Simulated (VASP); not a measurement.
A run of VASP 6.6.1 is set up as follows.

INCAR

```
PREC     = Accurate       # precision mode
ENCUT    = 600            # plane-wave cutoff, eV
EDIFF    = 1E-6           # SCF threshold, eV
ISMEAR   = 0              # smearing method
SIGMA    = 0.01           # smearing width, eV
LREAL    = F              # projectors in reciprocal space
LASPH    = T              # aspherical terms in the spheres
NELM     = 120            # most SCF steps
ALGO     = Normal         # electronic algorithm
ISIF     = 2              # what is computed and relaxed
LWAVE    = F              # write WAVECAR
LCHARG   = F              # write CHGCAR
GGA      = PS             # functional
NBANDS   = 11             # bands
GGA_COMPAT= F
```

File KPOINTS:

```
regular mesh
0
Gamma
  6 6 6
```

The input POSCAR:

```
BeTe
1.0
    0.0000000000      2.8286228760      2.8286228760
    2.8286228760      0.0000000000      2.8286228760
    2.8286228760      2.8286228760      0.0000000000
Be Te
1 1
Direct
    0.0000000000      0.0000000000      0.0000000000
    0.2500000000      0.2500000000      0.2500000000
```

Potentials or basis: VASP PAW PBE potentials, release 64 (Be, Te).

Launch:

```console
$ cat potpaw_PBE.64/Be/POTCAR potpaw_PBE.64/Te/POTCAR > POTCAR
$ mpirun -np 1 vasp_std > vasp.out
```

**Question.** Predict the band gap on the k mesh.

**Answer.** 1.88 eV, indirect (least direct gap 3.61 eV).

**Question.** Predict the pressure.

**Answer.** -1.3 GPa.

Caveat: the PAW data sets were made with another functional, which shifts forces and pressure a little; spin-orbit coupling is left out, which moves the levels of the heavy elements. A k mesh can miss the band edges.
